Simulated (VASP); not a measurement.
Wanted: the native input for a VASP 6.6.1 run.

| Item | Value |
| --- | --- |
| Task | single point |
| Functional | r2SCAN |
| Potentials or basis | VASP PAW PBE potentials, release 64 (Ba_sv, Te) |
| Cutoff | 520 eV |
| k mesh | 6 × 6 × 4 |
| Occupations | gaussian, width 0.02 eV |
| Spin | no spin polarisation |
| Dipole correction | no |
| Further INCAR settings | ALGO = Normal; EDIFF = 1e-07; NBANDS = 24 |

BaTe:

```xyz
4
Lattice="4.8978 0.0000 0.0000 -2.4489 4.2417 0.0000 0.0000 0.0000 8.5899" Properties=species:S:1:pos:R:3 pbc="T T T"
Ba    0.0000    0.0000    0.0000
Ba    0.0000    0.0000    4.2950
Te    0.0000    2.8278    6.4424
Te    2.4489    1.4139    2.1475
```

One way to write it, as run:

POSCAR

```
BaTe
1.0
    4.8978484621      0.0000000000      0.0000000000
   -2.4489242311      4.2416611921      0.0000000000
    0.0000000000      0.0000000000      8.5899203555
Ba Te
2 2
Direct
    0.0000000000      0.0000000000      0.0000000000
    0.0000000000      0.0000000000      0.5000000000
    0.3333333333      0.6666666667      0.7500000000
    0.6666666667      0.3333333333      0.2500000000
```

INCAR.step1

```
SYSTEM = BaTe
ALGO = Normal
EDIFF = 1E-4
ENCUT = 520
GGA = PE
ISMEAR = 0
LASPH = .True.
LCHARG = .False.
LREAL = .False.
LWAVE = .True.
NBANDS = 24
NELM = 100
PREC = Accurate
SIGMA = 0.02
```

INCAR.step2

```
SYSTEM = BaTe
ALGO = Normal
EDIFF = 1E-7
ENCUT = 520
ISIF = 2
ISMEAR = 0
ISTART = 1
LASPH = .True.
LCHARG = .False.
LMIXTAU = .True.
LREAL = .False.
LWAVE = .False.
METAGGA = R2SCAN
NBANDS = 24
NELM = 100
PREC = Accurate
SIGMA = 0.02
```

KPOINTS

```
k-points
0
Gamma
  6 6 4
  0 0 0
```

Potentials or basis: VASP PAW PBE potentials, release 64 (Ba_sv, Te).

Launch:

```console
$ cat potpaw_PBE.64/Ba_sv/POTCAR potpaw_PBE.64/Te/POTCAR > POTCAR
$ cp INCAR.step1 INCAR
$ mpirun -np 1 vasp_std > vasp.out
$ cp INCAR.step2 INCAR
$ mpirun -np 1 vasp_std > vasp.out
```

It gave:

* Pressure: 0.3 GPa
* Band gap on the k mesh: 2.05 eV (least direct gap 2.10 eV)

Caveat: the PAW data sets were made with another functional, which shifts forces and pressure a little; spin-orbit coupling is left out, which moves the levels of the heavy elements.

Wall time 12 min on 1 thread of Intel Xeon 8259CL (shared host), peak memory 0.36 GiB.
